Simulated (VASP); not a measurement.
# GaP (I-4m2) in VASP: G0W0 quasiparticle levels with PBEsol

Aim: the G0W0 quasiparticle levels of GaP with PBEsol.

Program: VASP 6.6.1. These are calculated values, not measurements. Logs are shortened: lines on timing, memory, paths and dates and some standing lists are left out, and cuts for length are marked.

**1. The cell of the first run**

The structure is tetragonal, space group I-4m2 (No. 119). The conventional cell has a = 3.807 Å, b = 3.807 Å, c = 5.487 Å, α = 90.00°, β = 90.00°, γ = 90.00°. Within 3.1 Å of Ga (site symmetry -4m2) lie 4 P at 2.35 Å. Within 3.1 Å of P (site symmetry -4m2) lie 4 Ga at 2.35 Å.

**2. G0W0 quasiparticle levels, PBEsol**

The input, POSCAR:

```
GaP
1.0
    0.0000000000      2.6920326074      2.7433678028
    2.6920326074      0.0000000000      2.7433678028
    2.6920326074      2.6920326074      0.0000000000
Ga P
1 1
Direct
    0.0000000000      0.0000000000      0.0000000000
    0.2500000000      0.2500000000      0.2500000000
```

The input, INCAR.step1:

```
SYSTEM = GaP
PREC = Accurate ; ENCUT = 500
EDIFF = 1E-8 ; ISMEAR = 0
SIGMA = 0.01 ; LREAL = .FALSE.
LASPH = .TRUE. ; NELM = 60
ALGO = Normal ; LWAVE = .TRUE.
LCHARG = .FALSE. ; GGA = PS
```

The input, INCAR.step2:

```
SYSTEM = GaP
PREC = Accurate ; ENCUT = 500
EDIFF = 1E-8 ; ISMEAR = 0
SIGMA = 0.01 ; LREAL = .FALSE.
LASPH = .TRUE. ; NELM = 1
ALGO = Exact ; LWAVE = .TRUE.
LCHARG = .FALSE. ; GGA = PS
NBANDS = 227 ; LOPTICS = .TRUE.
ISTART = 1
```

The input, INCAR.step3:

```
SYSTEM = GaP
PREC = Accurate ; ENCUT = 500
EDIFF = 1E-8 ; ISMEAR = 0
SIGMA = 0.01 ; LREAL = .FALSE.
LASPH = .TRUE. ; ALGO = EVGW0
LWAVE = .FALSE. ; LCHARG = .FALSE.
GGA = PS ; NELMGW = 1
NBANDS = 227 ; ENCUTGW = 180.0
NOMEGA = 96 ; PRECFOCK = Fast
ISTART = 1 ; NBANDSGW = 17
OMEGAMAX = 30
```

The input, KPOINTS:

```
Automatic mesh
0
G
  4 4 4
  0 0 0
```

Potentials or basis: VASP PAW PBE potentials, release 64 (Ga_d_GW, P_GW).

Launch:

```console
> cat potpaw_PBE.64/Ga_d_GW/POTCAR potpaw_PBE.64/P_GW/POTCAR > POTCAR
> cp INCAR.step1 INCAR
> mpirun -np 1 vasp_std > vasp.out
> cp INCAR.step2 INCAR
> mpirun -np 1 vasp_std > vasp.out
> cp INCAR.step3 INCAR
> mpirun -np 1 vasp_std > vasp.out
```

OUTCAR:

```text
SYSTEM = GaP
   PREC = Accurate
   ENCUT = 500
   EDIFF = 1E-8
   ISMEAR = 0
   LREAL = .FALSE.
   LASPH = .TRUE.
   GGA = PS
   NELMGW = 1
   ENCUTGW = 180.0
   PRECFOCK = Fast
   ISTART = 1

 ion  position               nearest neighbor table
   1  0.000  0.000  0.000-   2 2.35   2 2.35   2 2.35   2 2.35
   2  0.250  0.250  0.250-   1 2.35   1 2.35   1 2.35   1 2.35

  LATTYP: Found a body centered tetragonal cell.
 ALAT       =     3.8071090237
 C/A-ratio  =     1.4411816345

  Lattice vectors:

 A1 = (  -2.6920326074,   0.0000000000,   2.7433678028)
 A2 = (   2.6920326074,   0.0000000000,   2.7433678028)
 A3 = (   0.0000000000,   2.6920326074,  -2.7433678028)

Analysis of symmetry for initial positions (statically):
=====================================================================
 Subroutine PRICEL returns:
 Original cell was already a primitive cell.

 Routine SETGRP: Setting up the symmetry group for a
 body centered tetragonal supercell.

 Subroutine GETGRP returns: Found  8 space group operations
 (whereof  8 operations were pure point group operations)
 out of a pool of 16 trial point group operations.

The static configuration has the point symmetry D_2d.

Analysis of symmetry for dynamics (positions and initial velocities):
=====================================================================
 Subroutine PRICEL returns:
 Original cell was already a primitive cell.

 Routine SETGRP: Setting up the symmetry group for a
 body centered tetragonal supercell.

 Subroutine GETGRP returns: Found  8 space group operations
 (whereof  8 operations were pure point group operations)
 out of a pool of 16 trial point group operations.

The dynamic configuration has the point symmetry D_2d.

 Subroutine INISYM returns: Found  8 space group operations
 (whereof  8 operations are pure point group operations),
 and found     1 'primitive' translations

----------------------------------------------------------------------------------------

                                     Primitive cell

  volume of cell :      39.7626

  direct lattice vectors                    reciprocal lattice vectors
     0.000000000  2.692032607  2.743367803    -0.185733263  0.185733263  0.182257734
     2.692032607  0.000000000  2.743367803     0.185733263 -0.185733263  0.182257734
     2.692032607  2.692032607  0.000000000     0.185733263  0.185733263 -0.182257734

  length of vectors
     3.843579902  3.843579902  3.807109024     0.319705445  0.319705445  0.319705445

  position of ions in fractional coordinates (direct lattice)
     0.000000000  0.000000000  0.000000000
     0.250000000  0.250000000  0.250000000

  ion indices of the primitive-cell ions
   primitive index   ion index
                 1           1
                 2           2

----------------------------------------------------------------------------------------

 KPOINTS: Automatic mesh

Automatic generation of k-mesh.
 Grid dimensions read from file:
 generate k-points for:    4    4    4

 Generating k-lattice:

  Cartesian coordinates                     Fractional coordinates (reciprocal lattice)
    -0.046433316  0.046433316  0.045564434     0.250000000 -0.000000000  0.000000000
     0.046433316 -0.046433316  0.045564434    -0.000000000  0.250000000  0.000000000
     0.046433316  0.046433316 -0.045564434     0.000000000  0.000000000  0.250000000

  Length of vectors
     0.079926361  0.079926361  0.079926361

  Shift w.r.t. Gamma in fractional coordinates (k-lattice)
     0.000000000  0.000000000  0.000000000

 Subroutine IBZKPT returns following result:
 ===========================================

 Found     13 irreducible k-points:

 Following reciprocal coordinates:
            Coordinates               Weight
  0.000000  0.000000  0.000000      1.000000
  0.250000  0.000000  0.000000      8.000000
  0.500000  0.000000  0.000000      4.000000
  0.250000  0.250000  0.000000      2.000000
  0.500000  0.250000  0.000000      8.000000
 -0.250000  0.250000  0.000000      4.000000
  0.500000  0.500000  0.000000      1.000000
  0.250000  0.000000  0.250000      4.000000
  0.500000  0.000000  0.250000     16.000000
 -0.250000  0.000000  0.250000      8.000000
 -0.250000  0.500000  0.250000      4.000000
  0.500000  0.000000  0.500000      2.000000
 -0.250000  0.250000  0.500000      2.000000
   k-points           NKPTS =     13   k-points in BZ     NKDIM =     64   number of bands    NBANDS=    227
   number of dos      NEDOS =    301   number of ions     NIONS =      2
   total plane-waves  NPLWV =  21952
   dimension x,y,z NGX =    28 NGY =   28 NGZ =   28
   dimension x,y,z NGXF=    56 NGYF=   56 NGZF=   56
   ions per type =               1   1
   NGX,Y,Z   is equivalent  to a cutoff of  12.11, 12.11, 12.23 a.u.
   NGXF,Y,Z  is equivalent  to a cutoff of  24.22, 24.22, 24.45 a.u.
 SYSTEM =  GaP
   PREC   = accura    normal or accurate (medium, high low for compatibility)
   ISTART =      1    job   : 0-new  1-cont  2-samecut
   ICHARG =      0    charge: 1-file 2-atom 10-const
   ISPIN  =      1    spin polarized calculation?
   LNONCOLLINEAR =      F non collinear calculations
   LSORBIT =      F    spin-orbit coupling
   LASPH  =      T    aspherical Exc in radial PAW
   ENCUT  =  500.0 eV  36.75 Ry    6.06 a.u.   7.01  7.01  6.94*2*pi/ulx,y,z
   NELM   =     60;   NELMIN=  2; NELMDL=  0     # of ELM steps
   EDIFF  = 0.1E-07   stopping-criterion for ELM
   LREAL  =      F    real-space projection
   EDIFFG = 0.1E-06   stopping-criterion for IOM
   NSW    =      0    number of steps for IOM
   IBRION =     -1    ionic relax: 0-MD 1-quasi-New 2-CG
   NFREE  =      0    steps in history (QN), initial steepest desc. (CG)
   ISIF   =      0    stress and relaxation
   ISYM   =      3    0-nonsym 1-usesym 2-fastsym
   POTIM  = 0.5000    time-step for ionic-motion
   TEBEG  =    0.0;   TEEND  =   0.0 temperature during run
   PSTRESS=    0.0 pullay stress
   NELECT =      18.0000    total number of electrons
   NUPDOWN=      -1.0000    fix difference up-down
   EMIN   =  10.00;   EMAX   =-10.00  energy-range for DOS
   EFERMI =   0.00;   METHOD = LEGACY
   ISMEAR =     0;   SIGMA  =   0.01  broadening in eV -4-tet -1-fermi 0-gaus
   EFERMI_NEDOS =   21; number of points for ismear=-14 and -15
   IALGO  =     38    algorithm
   IMIX   =      4    mixing-type and parameters
     AMIX     =   0.40;   BMIX     =  1.00
     AMIX_MAG =   1.60;   BMIX_MAG =  1.00
  volume/ion in A,a.u.               =      19.88       134.17
  Fermi-wavevector in a.u.,A,eV,Ry     =   1.257016  2.375416 21.498416  1.580089
  Thomas-Fermi vector in A             =   2.390696
   LORBIT       =      0    0 simple, 1 ext, 2 COOP (PROOUT), +10 PAW based schemes
   GGA     = PS    functional components
   LHFCALC =     T    Hartree Fock is set to
   PRECFOCK=fast      Normal, Fast or Accurate (Low or Medium for compatibility)
   ENCUT4O =  -1.0   cutoff for four orbital integrals eV
   NKREDX  =     1    reduce k-point grid by
   NKREDY  =     1    reduce k-point grid by
   NKREDZ  =     1    reduce k-point grid by
   AEXX    =    1.0000 exact exchange contribution
   HFSCREEN=    0.0000 screening length (either q_TF or 0.3 A-1)
   HFSCREENC=   0.0000 screening length for correlation (either q_TF or 0.3 A-1)
   ENCUTFOCK=  -1.0 apply spherical cutoff to Coloumb kernel
   IVDW    =     0    specifies the selected vdW correction
   LEPSILON=     F    determine dielectric tensor
   LRPA    =     F    only Hartree local field effects (RPA)
   LRPAFORCE           =     F    calculate RPA forces
   ENCUTGW             = 180.0    cutoff for response function in eV
   ENCUTGWSOFT         = 144.0    soft cutoff for Coulomb kernel in GW response function in eV
   ENCUTLF             =  -1.0    cutoff for local field effects
   NELMGW              =     1    number of iterations in solving QP/BSE equation
   NELMHF              =     1    number of iterations in the inner HF iteration
   NKREDLFX            =     1    NKREDLFY  =   1   NKREDLFZ  =   1
 non-spin polarized calculation
 Gauss-broadening in eV      SIGMA  =   0.01
  energy-cutoff  :      500.00
  volume of cell :       39.76
 maximum number of plane-waves:      1018
  NGX = 16; NGY = 16; NGZ = 16
   NGX = 13   NGY = 13   NGZ = 13
 maximum number of plane-waves:       228

 QP shifts <psi_nk| G(iteration)W_0 |psi_nk>: iteration 1
 for sc-GW calculations column KS-energies equals QP-energies in previous step
 and V_xc(KS)=  KS-energies - (<T + V_ion + V_H > + <T+V_H+V_ion>^1  + <V_x>^1)

 k-point   1 :       0.0000    0.0000    0.0000
  band No.  KS-energies  QP-energies   sigma(KS)   V_xc(KS)     V^pw_x(r,r')   Z            occupation Imag(sigma)

      1     -10.1272     -12.3587     -24.8983     -21.6367     -34.9538       0.6842       2.0000       0.2331
      2     -10.1213     -12.3541     -24.9020     -21.6420     -34.9633       0.6849       2.0000       0.2339
      3     -10.1213     -12.3541     -24.9020     -21.6420     -34.9633       0.6849       2.0000       0.2339
      4     -10.0200     -12.2888     -25.0719     -21.7718     -35.1084       0.6875       2.0000       0.1996
      5     -10.0180     -12.2786     -25.0629     -21.7651     -35.0998       0.6855       2.0000       0.1996
      6      -8.1698      -8.7104     -12.2609     -11.4318     -18.6966       0.6521       2.0000       1.0774
[... 9 lines left out ...]
     16      14.3641      14.6220     -10.6661     -11.0108      -5.0333       0.7482       0.0000      -0.3064
     17      16.4684      16.4507      -8.5265      -8.5031      -2.4944       0.7599       0.0000      -0.5453

 k-point   2 :       0.2500    0.0000    0.0000
  band No.  KS-energies  QP-energies   sigma(KS)   V_xc(KS)     V^pw_x(r,r')   Z            occupation Imag(sigma)

      1     -10.1703     -12.3522     -24.5931     -21.3963     -34.5963       0.6825       2.0000       0.2576
      2     -10.1096     -12.3459     -24.9322     -21.6665     -34.9935       0.6848       2.0000       0.2318
      3     -10.1060     -12.3422     -24.9332     -21.6705     -34.9982       0.6854       2.0000       0.2322
      4     -10.0197     -12.2933     -25.0703     -21.7722     -35.1104       0.6894       2.0000       0.1998
      5     -10.0159     -12.2858     -25.0662     -21.7691     -35.1073       0.6885       2.0000       0.1998
      6      -7.3694      -7.9621     -12.6848     -11.8118     -18.9131       0.6789       2.0000       0.9954
[... 9 lines left out ...]
     16      14.2549      14.3020      -8.2781      -8.3399      -2.5683       0.7608       0.0000      -0.3667
     17      17.5053      17.6461      -9.3016      -9.4893      -3.0171       0.7507       0.0000      -0.5942

 k-point   3 :       0.5000    0.0000    0.0000
  band No.  KS-energies  QP-energies   sigma(KS)   V_xc(KS)     V^pw_x(r,r')   Z            occupation Imag(sigma)
[... 190 lines left out ...]
      1     -10.2466     -12.3848     -24.3935     -21.2432     -34.3770       0.6787       2.0000       0.2744
      2     -10.0600     -12.2990     -24.9335     -21.6551     -34.9488       0.6830       2.0000       0.2076
      3     -10.0545     -12.3199     -25.0555     -21.7780     -35.1402       0.6912       2.0000       0.2268
      4     -10.0545     -12.3199     -25.0555     -21.7780     -35.1402       0.6912       2.0000       0.2268
      5      -9.9944     -12.2770     -25.1066     -21.8111     -35.1637       0.6926       2.0000       0.1973
      6      -5.0454      -5.6531     -13.5916     -12.7155     -19.1540       0.6936       2.0000       0.7132
[... 9 lines left out ...]
     16      17.3723      17.5653     -11.0404     -11.2960      -4.6926       0.7551       0.0000      -0.6049
     17      17.4554      17.6184     -10.9399     -11.1561      -4.5879       0.7541       0.0000      -0.6093

 k-point  13 :      -0.2500    0.2500    0.5000
  band No.  KS-energies  QP-energies   sigma(KS)   V_xc(KS)     V^pw_x(r,r')   Z            occupation Imag(sigma)

      1     -10.2263     -12.3608     -24.4073     -21.2614     -34.3967       0.6785       2.0000       0.2755
      2     -10.0837     -12.3351     -24.9899     -21.7162     -35.0605       0.6877       2.0000       0.2268
      3     -10.0607     -12.3126     -25.0078     -21.7329     -35.0731       0.6876       2.0000       0.2236
      4     -10.0382     -12.2933     -25.0378     -21.7472     -35.0803       0.6853       2.0000       0.2051
      5     -10.0074     -12.2756     -25.0710     -21.7780     -35.1186       0.6888       2.0000       0.1988
      6      -4.9493      -5.5720     -13.7891     -12.8937     -19.3585       0.6955       2.0000       0.6987
[... 9 lines left out ...]
     16      18.4359      18.7200     -10.9784     -11.3622      -4.0332       0.7404       0.0000      -0.7250
     17      18.4974      18.6285     -10.3008     -10.4745      -3.7242       0.7547       0.0000      -0.7048
```

It took 6.3 min on 1 thread of Intel Xeon Platinum 8488C (Sapphire Rapids), shared host; peak memory 0.59 GiB.

Results:

* Quasiparticle gap: 2.03 eV
* Least direct quasiparticle gap: 2.79 eV
* Band gap of the starting levels on the mesh: 1.36 eV
* Least direct gap of the starting levels on the mesh: 1.85 eV

Caveat: the k points lie up to 0.50 Å⁻¹ apart; bands, screening cutoff and mesh are small and nothing is extrapolated, so the quasiparticle values aren't converged.
